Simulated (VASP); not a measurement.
# AlN (F-43m) in VASP: notebook, part 2 of 2

VASP 6.6.1. The steps go on from the part before.

### 3 Single point, PBE (volume scaled by 0.97)

INCAR reads:

```
ALGO     = Normal         # electronic algorithm
EDIFF    = 1E-7           # SCF threshold, eV
ENCUT    = 520            # plane-wave cutoff, eV
GGA      = PE             # functional
ISIF     = 2              # what is computed and relaxed
ISMEAR   = 0              # smearing method
LASPH    = T              # aspherical terms in the spheres
LCHARG   = F              # write CHGCAR
LREAL    = F              # projectors in reciprocal space
LWAVE    = F              # write WAVECAR
NBANDS   = 11             # bands
NELM     = 80             # most SCF steps
PREC     = Accurate       # precision mode
SIGMA    = 0.02           # smearing width, eV
```

KPOINTS reads:

```
k-points
0
Gamma
  10 10 10
```

POSCAR reads:

```
AlN
1.0
    0.0000000000      2.1793473303      2.1793473303
    2.1793473303      0.0000000000      2.1793473303
    2.1793473303      2.1793473303      0.0000000000
Al N
1 1
Direct
    0.0000000000      0.0000000000      0.0000000000
    0.7500000000      0.7500000000      0.7500000000
```

Potentials or basis: VASP PAW PBE potentials, release 64 (Al, N).

The run is started by

```
cat potpaw_PBE.64/Al/POTCAR potpaw_PBE.64/N/POTCAR > POTCAR
mpirun -np 1 vasp_std > vasp.out
```

OUTCAR:

```text
EDIFF = 1E-7
   ENCUT = 520
   GGA = PE
   ISIF = 2
   ISMEAR = 0
   LASPH = T
   LREAL = F
   NELM = 80
   PREC = Accurate

 ion  position               nearest neighbor table
   1  0.000  0.000  0.000-   2 1.89   2 1.89   2 1.89   2 1.89
   2  0.750  0.750  0.750-   1 1.89   1 1.89   1 1.89   1 1.89

  LATTYP: Found a face centered cubic cell.
 ALAT       =     4.3586946606

  Lattice vectors:

 A1 = (   0.0000000000,   2.1793473303,   2.1793473303)
 A2 = (   2.1793473303,   0.0000000000,   2.1793473303)
 A3 = (   2.1793473303,   2.1793473303,   0.0000000000)

Analysis of symmetry for initial positions (statically):
=====================================================================
 Subroutine PRICEL returns:
 Original cell was already a primitive cell.

 Routine SETGRP: Setting up the symmetry group for a
 face centered cubic supercell.

 Subroutine GETGRP returns: Found 24 space group operations
 (whereof 24 operations were pure point group operations)
 out of a pool of 48 trial point group operations.

The static configuration has the point symmetry T_d .

Analysis of symmetry for dynamics (positions and initial velocities):
=====================================================================
 Subroutine PRICEL returns:
 Original cell was already a primitive cell.

 Routine SETGRP: Setting up the symmetry group for a
 face centered cubic supercell.

 Subroutine GETGRP returns: Found 24 space group operations
 (whereof 24 operations were pure point group operations)
 out of a pool of 48 trial point group operations.

The dynamic configuration has the point symmetry T_d .

 Subroutine INISYM returns: Found 24 space group operations
 (whereof 24 operations are pure point group operations),
 and found     1 'primitive' translations

----------------------------------------------------------------------------------------

                                     Primitive cell

  volume of cell :      20.7019
[... 111 lines left out ...]
  Fermi-wavevector in a.u.,A,eV,Ry     =   1.192436  2.253377 19.346170  1.421903
  Thomas-Fermi vector in A             =   2.328474
   LORBIT       =      0    0 simple, 1 ext, 2 COOP (PROOUT), +10 PAW based schemes
   GGA     = PE    functional components
   LHFCALC =     F    Hartree Fock is set to
   AEXX    =    0.0000 exact exchange contribution
   IVDW    =     0    specifies the selected vdW correction
   LEPSILON=     F    determine dielectric tensor
   LRPA    =     F    only Hartree local field effects (RPA)
 non-spin polarized calculation
 Gauss-broadening in eV      SIGMA  =   0.02
  energy-cutoff  :      520.00
  volume of cell :       20.70
 maximum number of plane-waves:       568
   NGX = 11   NGY = 11   NGZ = 11

 number of electron       7.9999999 magnetization

 Free energy of the ion-electron system (eV)
  ---------------------------------------------------
  ext. energy  EPLUGINS =         0.00000000
  ---------------------------------------------------
  free energy    TOTEN  =       -14.83600673 eV

  energy without entropy =      -14.83600673  energy(sigma->0) =      -14.83600673

 E-fermi :   6.1890     XC(G=0): -10.9616

 val. band max:        6.0304556757   @ k =   0.0000   0.0000   0.0000
 cond. band min:       9.3514763007   @ k =   0.5000   0.5000   0.0000
 fundamental gap:      3.3210206249
 Fermi energy:         6.1890142787

 k-point     1 :       0.0000    0.0000    0.0000
  band No.  band energies     occupation
      1      -8.9874      2.00000
      2       6.0305      2.00000
      3       6.0305      2.00000
      4       6.0305      2.00000
      5      10.2831      0.00000
      6      18.6543      0.00000
      7      18.6543      0.00000
      8      18.6543      0.00000
      9      23.7705      0.00000
     10      23.7705      0.00000
     11      25.1849      0.00000
[... 309 lines left out ...]
 k-point    24 :       0.4000    0.3000    0.0000
  band No.  band energies     occupation
      1      -6.9631      2.00000
      2       1.8691      2.00000
      3       4.3226      2.00000
      4       4.6226      2.00000
      5      10.9606      0.00000
      6      15.6090      0.00000
      7      18.3601      0.00000
      8      20.6898      0.00000
      9      21.2048      0.00000
     10      27.4176      0.00000
     11      29.7057      0.00000

 [... further k-points ...]
[... 5 lines left out ...]
  --------------------------------------------------------------------------------------
  -------------------------------------------------------------------------------------
  Total        0.7695697      0.7695697      0.7695697      0.0000000      0.0000000      0.0000000
  in kB       59.5592470     59.5592470     59.5592470      0.0000000      0.0000000      0.0000000
  external PRESSURE =      59.5592470 kB  Pullay stress =       0.0000000 kB

 VOLUME and BASIS-vectors are now :
 -----------------------------------------------------------------------------
  energy-cutoff  :      520.00
  volume of cell :       20.70
      direct lattice vectors                 reciprocal lattice vectors
     0.000000000  2.179347330  2.179347330    -0.229426486  0.229426486  0.229426486
     2.179347330  0.000000000  2.179347330     0.229426486 -0.229426486  0.229426486
     2.179347330  2.179347330  0.000000000     0.229426486  0.229426486 -0.229426486

 POSITION                                       TOTAL-FORCE (eV/Angst)
 -----------------------------------------------------------------------------------
      0.00000      0.00000      0.00000        -0.000000     -0.000000      0.000000
      3.26902      3.26902      3.26902         0.000000      0.000000     -0.000000
 -----------------------------------------------------------------------------------
    total drift:                               -0.000000     -0.000000     -0.000000

  FREE ENERGIE OF THE ION-ELECTRON SYSTEM (eV)
  ---------------------------------------------------
  free  energy   TOTEN  =       -14.8360067296 eV

  energy  without entropy=      -14.8360067296  energy(sigma->0) =      -14.83600673
```

stdout:

```text
POSCAR found type information on POSCAR AlN
 POSCAR found :  2 types and       2 ions
 scaLAPACK will be used
 LDA part: xc-table for (Slater+PW92), standard interpolation
 POSCAR, INCAR and KPOINTS ok, starting setup
 FFT: planning ... GRIDC
 FFT: planning ... GRID_SOFT
 FFT: planning ... GRID
 WAVECAR not read
 entering main loop
```

It took 4.5 s on 1 thread of Intel Xeon 6975P-C (Granite Rapids), shared host; peak memory 0.13 GiB.

What came out:

```yaml
Free_energy: -14.8360 eV
Pressure: 6.0 GPa
Band_gap_on_the_k_mesh: 3.32 eV, indirect (least direct gap 4.25 eV)
```

 A k mesh can miss the band edges.
